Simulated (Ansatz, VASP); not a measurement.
## One calculation of Sn, two programs

```
Sn
1.0
     0.00000    3.27107    3.27107
     3.27107    0.00000    3.27107
     3.27107    3.27107    0.00000
Sn
2
Direct
  0.83000 0.89000 0.89000
  0.17000 0.11000 0.11000
```

Change from the starting cell: shortest bond scaled by 0.88, LAPW.

Alike in both runs: task single point; functional PBEsol; k mesh 8 × 8 × 8; occupations fermi-dirac, width 0.05 eV; no spin polarisation.

|  | VASP | Ansatz |
| --- | --- | --- |
| version | VASP 6.6.1 | Ansatz 0.2.0 |
| potentials or method | VASP PAW PBE potentials, release 64 (Sn_d), cutoff 520 eV | all-electron LAPW, scalar-relativistic |

|  | VASP | Ansatz | Ansatz less VASP |
| --- | --- | --- | --- |
| pressure (GPa) | 2.6 | 2.7 | +0.05 |
| traceless stress, the component that is largest in VASP (GPa) | -5.73 | -5.73 | +0.005 |
| rms of the force components (eV/Å) | 2.279 | 2.275 | -0.0042 |

VASP's potentials were made for PBE, not for PBEsol. Atom by atom the forces differ by 0.004 eV/Å (rms over components). Ansatz ran all-electron here, and VASP with PAW potentials.
